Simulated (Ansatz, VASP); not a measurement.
# Two plane-wave programs on Mg

```
Mg
1.0
     3.17062    0.00000    0.00000
     0.00000    4.83558    0.00000
     0.00000    0.00000    5.17116
Mg
3
Cartesian
  0.0000 0.0000 3.4872
  0.0000 2.4178 1.6553
  1.5853 2.4178 4.3200
```

Alike in both runs: task single point; functional r2SCAN; k mesh 10 × 8 × 8; occupations gaussian, width 0.1 eV; no spin polarisation.

```csv
,VASP,Ansatz
version,VASP 6.6.1,Ansatz 0.2.0
potentials or method,"VASP PAW PBE potentials, release 64 (Mg), cutoff 580 eV","scalar-relativistic, plane waves, PAW"
valence electrons in the cell,6,30
```

Ansatz gave:

* gap on the k mesh at the Fermi level (eV): none
* rms of the force components (eV/Å): 0.083

Problem. Which values does VASP return?

Solution. gap on the k mesh at the Fermi level (eV): none; rms of the force components (eV/Å): 0.084.

VASP's potentials were made for PBE, not for r2SCAN. Atom by atom the forces differ by 0.002 eV/Å (rms over components). A gap of «none» marks a metal or a gap that the smearing closes. With one functional, cell and mesh, what is left measures potentials, basis and numerics. VASP's potentials hold 6 valence electrons a cell and Ansatz's 30, so a difference there can come from the potentials and not from the codes.
